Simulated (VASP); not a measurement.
Write the native input for VASP 6.6.1 that does the following.

| Property | Result |
| --- | --- |
| Task | single point |
| Functional | PBE |
| Potentials or basis | VASP PAW PBE potentials, release 64 (Cr_pv) |
| Cutoff | 500 eV |
| k mesh | 4 × 4 × 4 |
| Occupations | fermi-dirac, width 0.05 eV |
| Spin | collinear spin, antiferromagnetic start |
| Starting moments | [1.5, -1.5] μB |
| Dipole correction | no |
| Further INCAR settings | ALGO = Normal; EDIFF = 1e-06; NBANDS = 23 |

The structure of Cr lies in POSCAR:

```
Cr
1.0
    2.9100000000      0.0000000000      0.0000000000
    0.0000000000      2.9100000000      0.0000000000
    0.0000000000      0.0000000000      2.9100000000
Cr
2
Direct
    0.0000000000      0.0000000000      0.0000000000
    0.5000000000      0.5000000000      0.5000000000
```

One way to write it, as run:

INCAR

```
PREC = Accurate ; ENCUT = 500
EDIFF = 1E-6 ; ISMEAR = -1
SIGMA = 0.05 ; LREAL = F
LASPH = T ; NELM = 200
ALGO = Normal ; ISIF = 2
LWAVE = F ; LCHARG = F
ISPIN = 2 ; MAGMOM = 1.5 -1.5
LORBIT = 11 ; LMAXMIX = 4
GGA = PE ; NBANDS = 23
GGA_COMPAT = F
```

KPOINTS

```
regular mesh
0
Gamma
  4 4 4
```

Potentials or basis: VASP PAW PBE potentials, release 64 (Cr_pv).

The run is started by

```bash
$ cat potpaw_PBE.64/Cr_pv/POTCAR > POTCAR
$ mpirun -np 1 vasp_std > vasp.out
```

It gave:

```
Pressure                                              : -15.1 GPa
Band gap on the k mesh                                : zero (filled and empty bands overlap)
Net moment                                            : 0.00 μB per cell
Site moments                                          : Cr +0.58, -0.58 μB
Valence electrons inside the program's atomic spheres : Cr 10.93
```

Caveat: the k points lie up to 0.54 Å⁻¹ apart.

It took 30 s on 1 thread of Intel Xeon 8259CL (shared host), peak memory 0.14 GiB.
